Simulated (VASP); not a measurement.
# Ge (Fd-3m) in VASP: notebook

Ge is run at these levels: LDA; tasks: single point.

Program: VASP 6.6.1. These are calculated values, not measurements. Logs are shortened: lines on timing, memory, paths and dates and some standing lists are left out, and cuts for length are marked.

### Step 1. The cell of the first run

Symmetry: Fd-3m, No. 227, cubic system. The conventional cell has a = 5.622 Å, b = 5.622 Å, c = 5.622 Å, α = 90.00°, β = 90.00°, γ = 90.00°. Ge (site symmetry -43m) has 4 Ge at 2.43 Å within 3.2 Å.

### Step 2. Single point, LDA

INCAR reads:

```
ALGO     = Normal         # electronic algorithm
EDIFF    = 1E-7           # SCF threshold, eV
ENCUT    = 520            # plane-wave cutoff, eV
ISIF     = 2              # what is computed and relaxed
ISMEAR   = 0              # smearing method
LASPH    = True           # aspherical terms in the spheres
LCHARG   = False          # write CHGCAR
LREAL    = False          # projectors in reciprocal space
LWAVE    = False          # write WAVECAR
NBANDS   = 21             # bands
NELM     = 60             # most SCF steps
PREC     = Accurate       # precision mode
SIGMA    = 0.05           # smearing width, eV
```

KPOINTS reads:

```
k-points
0
Gamma
  14 14 14
```

POSCAR reads:

```
Ge
1.0
    0.0000000000      2.8109992689      2.8109992689
    2.8109992689      0.0000000000      2.8109992689
    2.8109992689      2.8109992689      0.0000000000
Ge
2
Direct
    0.5000000000      0.5000000000      0.5000000000
    0.7500000000      0.7500000000      0.7500000000
```

Potentials or basis: VASP PAW LDA potentials, release 64 (Ge_d).

Launch:

```
> cat potpaw_LDA.64/Ge_d/POTCAR > POTCAR
> mpirun -np 1 vasp_std > vasp.out
```

OUTCAR:

```text
EDIFF = 1E-7
   ENCUT = 520
   ISIF = 2
   ISMEAR = 0
   LASPH = True
   LREAL = False
   NELM = 60
   PREC = Accurate

 ion  position               nearest neighbor table
   1  0.500  0.500  0.500-   2 2.43   2 2.43   2 2.43   2 2.43
   2  0.750  0.750  0.750-   1 2.43   1 2.43   1 2.43   1 2.43

  LATTYP: Found a face centered cubic cell.
 ALAT       =     5.6219985378

  Lattice vectors:

 A1 = (   0.0000000000,   2.8109992689,   2.8109992689)
 A2 = (   2.8109992689,   0.0000000000,   2.8109992689)
 A3 = (   2.8109992689,   2.8109992689,   0.0000000000)

Analysis of symmetry for initial positions (statically):
=====================================================================
 Subroutine PRICEL returns:
 Original cell was already a primitive cell.

 Routine SETGRP: Setting up the symmetry group for a
 face centered cubic supercell.

 Subroutine GETGRP returns: Found 48 space group operations
 (whereof 24 operations were pure point group operations)
 out of a pool of 48 trial point group operations.

The static configuration has the point symmetry T_d .
 The point group associated with its full space group is O_h .

Analysis of symmetry for dynamics (positions and initial velocities):
=====================================================================
 Subroutine PRICEL returns:
 Original cell was already a primitive cell.

 Routine SETGRP: Setting up the symmetry group for a
 face centered cubic supercell.

 Subroutine GETGRP returns: Found 48 space group operations
 (whereof 24 operations were pure point group operations)
 out of a pool of 48 trial point group operations.

The dynamic configuration has the point symmetry T_d .
 The point group associated with its full space group is O_h .

 Subroutine INISYM returns: Found 48 space group operations
 (whereof 24 operations are pure point group operations),
 and found     1 'primitive' translations

----------------------------------------------------------------------------------------

                                     Primitive cell

  volume of cell :      44.4234

  direct lattice vectors                    reciprocal lattice vectors
     0.000000000  2.810999269  2.810999269    -0.177872689  0.177872689  0.177872689
     2.810999269  0.000000000  2.810999269     0.177872689 -0.177872689  0.177872689
     2.810999269  2.810999269  0.000000000     0.177872689  0.177872689 -0.177872689

  length of vectors
     3.975353290  3.975353290  3.975353290     0.308084535  0.308084535  0.308084535

  position of ions in fractional coordinates (direct lattice)
     0.500000000  0.500000000  0.500000000
     0.750000000  0.750000000  0.750000000

  ion indices of the primitive-cell ions
   primitive index   ion index
                 1           1
                 2           2

----------------------------------------------------------------------------------------

 KPOINTS: k-points

Automatic generation of k-mesh.
 Grid dimensions read from file:
 generate k-points for:   14   14   14

 Generating k-lattice:

  Cartesian coordinates                     Fractional coordinates (reciprocal lattice)
    -0.012705192  0.012705192  0.012705192     0.071428571  0.000000000  0.000000000
     0.012705192 -0.012705192  0.012705192     0.000000000  0.071428571  0.000000000
     0.012705192  0.012705192 -0.012705192     0.000000000  0.000000000  0.071428571

  Length of vectors
     0.022006038  0.022006038  0.022006038

  Shift w.r.t. Gamma in fractional coordinates (k-lattice)
     0.000000000  0.000000000  0.000000000

 Subroutine IBZKPT returns following result:
 ===========================================

 Found    104 irreducible k-points:

 Following reciprocal coordinates:
            Coordinates               Weight
  0.000000  0.000000  0.000000      1.000000
  0.071429  0.000000  0.000000      8.000000
  0.142857  0.000000  0.000000      8.000000
  0.214286  0.000000  0.000000      8.000000
  0.285714  0.000000  0.000000      8.000000
  0.357143  0.000000  0.000000      8.000000
[... 16 lines left out ...]
  0.214286  0.142857  0.000000     24.000000
  0.285714  0.142857  0.000000     24.000000
 [... further k-points ...]
   k-points           NKPTS =    104   k-points in BZ     NKDIM =    104   number of bands    NBANDS=     21
   number of dos      NEDOS =    301   number of ions     NIONS =      2
   total plane-waves  NPLWV =  27000
   dimension x,y,z NGX =    30 NGY =   30 NGZ =   30
   dimension x,y,z NGXF=    60 NGYF=   60 NGZF=   60
   ions per type =               2
   NGX,Y,Z   is equivalent  to a cutoff of  12.55, 12.55, 12.55 a.u.
   NGXF,Y,Z  is equivalent  to a cutoff of  25.09, 25.09, 25.09 a.u.
 SYSTEM =  unknown system
   PREC   = accura    normal or accurate (medium, high low for compatibility)
   ISTART =      0    job   : 0-new  1-cont  2-samecut
   ICHARG =      2    charge: 1-file 2-atom 10-const
   ISPIN  =      1    spin polarized calculation?
   LNONCOLLINEAR =      F non collinear calculations
   LSORBIT =      F    spin-orbit coupling
   LASPH  =      T    aspherical Exc in radial PAW
   ENCUT  =  520.0 eV  38.22 Ry    6.18 a.u.   7.39  7.39  7.39*2*pi/ulx,y,z
   NELM   =     60;   NELMIN=  2; NELMDL= -5     # of ELM steps
   EDIFF  = 0.1E-06   stopping-criterion for ELM
   LREAL  =      F    real-space projection
   EDIFFG = 0.1E-05   stopping-criterion for IOM
   NSW    =      0    number of steps for IOM
   IBRION =     -1    ionic relax: 0-MD 1-quasi-New 2-CG
   NFREE  =      0    steps in history (QN), initial steepest desc. (CG)
   ISIF   =      2    stress and relaxation
   ISYM   =      2    0-nonsym 1-usesym 2-fastsym
   POTIM  = 0.5000    time-step for ionic-motion
   TEBEG  =    0.0;   TEEND  =   0.0 temperature during run
   PSTRESS=    0.0 pullay stress
   NELECT =      28.0000    total number of electrons
   NUPDOWN=      -1.0000    fix difference up-down
   EMIN   =  10.00;   EMAX   =-10.00  energy-range for DOS
   EFERMI =   0.00;   METHOD = LEGACY
   ISMEAR =     0;   SIGMA  =   0.05  broadening in eV -4-tet -1-fermi 0-gaus
   EFERMI_NEDOS =   21; number of points for ismear=-14 and -15
   IALGO  =     38    algorithm
   IMIX   =      4    mixing-type and parameters
     AMIX     =   0.40;   BMIX     =  1.00
     AMIX_MAG =   1.60;   BMIX_MAG =  1.00
  volume/ion in A,a.u.               =      22.21       149.89
  Fermi-wavevector in a.u.,A,eV,Ry     =   1.403643  2.652501 26.806398  1.970215
  Thomas-Fermi vector in A             =   2.526285
   LORBIT       =      0    0 simple, 1 ext, 2 COOP (PROOUT), +10 PAW based schemes
   GGA     = CA    functional components
   LHFCALC =     F    Hartree Fock is set to
   AEXX    =    0.0000 exact exchange contribution
   IVDW    =     0    specifies the selected vdW correction
   LEPSILON=     F    determine dielectric tensor
   LRPA    =     F    only Hartree local field effects (RPA)
 non-spin polarized calculation
 Gauss-broadening in eV      SIGMA  =   0.05
  energy-cutoff  :      520.00
  volume of cell :       44.42
 maximum number of plane-waves:      1243
 NGX is ok and might be reduce to    30
   NGX = 15   NGY = 15   NGZ = 15

 number of electron      28.0000032 magnetization

 Free energy of the ion-electron system (eV)
  ---------------------------------------------------
  ext. energy  EPLUGINS =         0.00000000
  ---------------------------------------------------
  free energy    TOTEN  =       -10.39185329 eV

  energy without entropy =      -10.39182138  energy(sigma->0) =      -10.39183734

 E-fermi :   4.9431     XC(G=0): -10.3785

 val. band max:        4.9413379282   @ k =   0.0000   0.0000   0.0000
 cond. band min:       5.0355286846   @ k =   0.5000   0.0000   0.0000
 fundamental gap:      0.0941907564
 Fermi energy:         4.9430570903

 k-point     1 :       0.0000    0.0000    0.0000
  band No.  band energies     occupation
      1     -20.0569      2.00000
      2     -20.0569      2.00000
      3     -20.0569      2.00000
      4     -20.0187      2.00000
      5     -20.0187      2.00000
      6     -19.7975      2.00000
[... 13 lines left out ...]
     20      14.5131      0.00000
     21      14.5131      0.00000

 k-point     2 :       0.0714    0.0000    0.0000
  band No.  band energies     occupation
      1     -20.0603      2.00000
      2     -20.0603      2.00000
      3     -20.0560      2.00000
      4     -20.0140      2.00000
      5     -20.0140      2.00000
      6     -19.8029      2.00000
[... 13 lines left out ...]
     20      13.9972      0.00000
     21      13.9972      0.00000

 k-point     3 :       0.1429    0.0000    0.0000
  band No.  band energies     occupation
      1     -20.0671      2.00000
      2     -20.0671      2.00000
      3     -20.0535      2.00000
      4     -20.0040      2.00000
      5     -20.0040      2.00000
      6     -19.8120      2.00000
[... 13 lines left out ...]
     20      13.4203      0.00000
     21      13.4203      0.00000

 k-point     4 :       0.2143    0.0000    0.0000
  band No.  band energies     occupation
      1     -20.0734      2.00000
      2     -20.0734      2.00000
      3     -20.0498      2.00000
      4     -19.9933      2.00000
      5     -19.9933      2.00000
      6     -19.8204      2.00000
[... 13 lines left out ...]
     20      13.2043      0.00000
     21      13.2043      0.00000

 k-point     5 :       0.2857    0.0000    0.0000
  band No.  band energies     occupation
      1     -20.0780      2.00000
      2     -20.0780      2.00000
      3     -20.0458      2.00000
      4     -19.9845      2.00000
      5     -19.9845      2.00000
      6     -19.8269      2.00000
[... 13 lines left out ...]
     20      13.4778      0.00000
     21      13.4778      0.00000
[... 382 lines left out ...]
     20      13.2443      0.00000
     21      13.7994      0.00000

 k-point    22 :       0.1429    0.1429    0.0000
  band No.  band energies     occupation
      1     -20.0657      2.00000
      2     -20.0645      2.00000
      3     -20.0645      2.00000
      4     -20.0064      2.00000
      5     -19.9878      2.00000
      6     -19.8406      2.00000
[... 13 lines left out ...]
     20      12.7523      0.00000
     21      14.8635      0.00000

 k-point    23 :       0.2143    0.1429    0.0000
  band No.  band energies     occupation
      1     -20.0743      2.00000
      2     -20.0690      2.00000
      3     -20.0594      2.00000
      4     -19.9984      2.00000
      5     -19.9751      2.00000
      6     -19.8544      2.00000
[... 13 lines left out ...]
     20      13.5417      0.00000
     21      14.7575      0.00000

 k-point    24 :       0.2857    0.1429    0.0000
  band No.  band energies     occupation
      1     -20.0830      2.00000
      2     -20.0741      2.00000
      3     -20.0510      2.00000
      4     -19.9887      2.00000
      5     -19.9639      2.00000
      6     -19.8648      2.00000
[... 13 lines left out ...]
     20      14.1620      0.00000
     21      14.7857      0.00000

 [... further k-points ...]
[... 5 lines left out ...]
  --------------------------------------------------------------------------------------
  -------------------------------------------------------------------------------------
  Total        0.0571061      0.0571061      0.0571061     -0.0000000      0.0000000     -0.0000000
  in kB        2.0595923      2.0595923      2.0595923     -0.0000000      0.0000000     -0.0000000
  external PRESSURE =       2.0595923 kB  Pullay stress =       0.0000000 kB

 VOLUME and BASIS-vectors are now :
 -----------------------------------------------------------------------------
  energy-cutoff  :      520.00
  volume of cell :       44.42
      direct lattice vectors                 reciprocal lattice vectors
     0.000000000  2.810999269  2.810999269    -0.177872689  0.177872689  0.177872689
     2.810999269  0.000000000  2.810999269     0.177872689 -0.177872689  0.177872689
     2.810999269  2.810999269  0.000000000     0.177872689  0.177872689 -0.177872689

 POSITION                                       TOTAL-FORCE (eV/Angst)
 -----------------------------------------------------------------------------------
      2.81100      2.81100      2.81100         0.000000      0.000000      0.000000
      4.21650      4.21650      4.21650        -0.000000     -0.000000     -0.000000
 -----------------------------------------------------------------------------------
    total drift:                                0.000000     -0.000000     -0.000000

  FREE ENERGIE OF THE ION-ELECTRON SYSTEM (eV)
  ---------------------------------------------------
  free  energy   TOTEN  =       -10.3918532914 eV

  energy  without entropy=      -10.3918213829  energy(sigma->0) =      -10.39183734
```

Run time: 50 s. Hardware: 1 thread of AMD EPYC 9R45 (Zen 5), shared host; peak memory 0.16 GiB.

What came out:

```
Free energy : -10.3919 eV
Pressure    : 0.2 GPa
```

### Step 3. Single point, LDA

This run uses another cell than the first one, of 22.67 Å³/atom, 1.020 times its volume.

INCAR reads:

```
SYSTEM = Ge
  ALGO = Normal
  EDIFF = 1E-6
  ENCUT = 520
  ISIF = 2
  ISMEAR = 0
  LASPH = .True.
  LCHARG = .False.
  LREAL = .False.
  LWAVE = .False.
  NBANDS = 21
  NELM = 80
  PREC = Accurate
  SIGMA = 0.05
```

KPOINTS reads:

```
k-points
0
Gamma
  14 14 14
  0 0 0
```

POSCAR reads:

```
Ge
1.0
    0.0000000000      2.8300000000      2.8300000000
    2.8300000000      0.0000000000      2.8300000000
    2.8300000000      2.8300000000      0.0000000000
Ge
2
Direct
    0.5000000000      0.5000000000      0.5000000000
    0.7500000000      0.7500000000      0.7500000000
```

Potentials or basis: VASP PAW LDA potentials, release 64 (Ge_d).

Launch:

```
> cat potpaw_LDA.64/Ge_d/POTCAR > POTCAR
> mpirun -np 1 vasp_std > vasp.out
```

Wall time 49 s (1 thread of AMD EPYC 9R45 (Zen 5), shared host); peak memory 0.17 GiB.

The run converged. Its results:

* Free energy: -10.3888 eV
* Pressure: -1.2 GPa
* Band gap on the k mesh: zero (filled and empty bands touch)

Levels at points of the mesh, in eV from the Fermi level:
| k point | band 10 | band 11 | band 12 | band 13 | band 14 | band 15 | band 16 | band 17 | band 18 | band 19 |
| --- | --- | --- | --- | --- | --- | --- | --- | --- | --- | --- |
| (0.00, 0.00, 0.00) | -24.69 | -12.80 | -0.16 | -0.01 | -0.01 | -0.01 | 2.52 | 2.52 | 2.52 | 6.20 |
| (0.50, 0.00, 0.00) | -24.66 | -10.72 | -7.64 | -1.41 | -1.41 | 0.06 | 3.71 | 3.71 | 6.96 | 10.38 |
| (0.50, 0.50, 0.00) | -24.64 | -8.93 | -8.93 | -3.08 | -3.08 | 0.66 | 0.66 | 9.39 | 9.39 | 11.42 |
